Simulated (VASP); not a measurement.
A run of VASP 6.6.1 is set up as follows.

The input INCAR:

```
SYSTEM = Fe
  PREC = Accurate
  ENCUT = 520
  EDIFF = 1E-7
  ISMEAR = -1
  SIGMA = 0.05
  LREAL = .FALSE.
  LASPH = .TRUE.
  NELM = 150
  ALGO = Normal
  ISIF = 2
  LWAVE = .FALSE.
  LCHARG = .FALSE.
  ISPIN = 2
  MAGMOM = 2.669 2.629 2.629
  LORBIT = 11
  LMAXMIX = 4
  GGA = RP
  NBANDS = 23
```

KPOINTS

```
regular mesh
0
G
  10 10 15
  0 0 0
```

Contents of POSCAR:

```
Fe
1.0
    4.1209986302      0.0000000000      0.0000000000
   -2.0604993151      3.5688895027      0.0000000000
    0.0000000000      0.0000000000      2.3549063926
Fe
3
Direct
    1.0000000000      0.0000000000      0.0000000000
    0.3333333333      0.6666666667      0.5000000000
    0.6666666667      0.3333333333      0.5000000000
```

Potentials or basis: VASP PAW PBE potentials, release 64 (Fe).

Launch:

```console
$ cat potpaw_PBE.64/Fe/POTCAR > POTCAR
$ mpirun -np 1 vasp_std > vasp.out
```

Question: What does it give for the pressure?

Answer: 12.1 GPa.

Question: Estimate the site moments.

Answer: Fe +2.53, +2.37 μB.

Stress tensor (GPa, compression positive):
```
12.72  0.00  0.00
 0.00 12.72  0.00
 0.00  0.00 10.80
```

Caveat: the PAW data sets were made with another functional, which shifts forces and pressure a little.
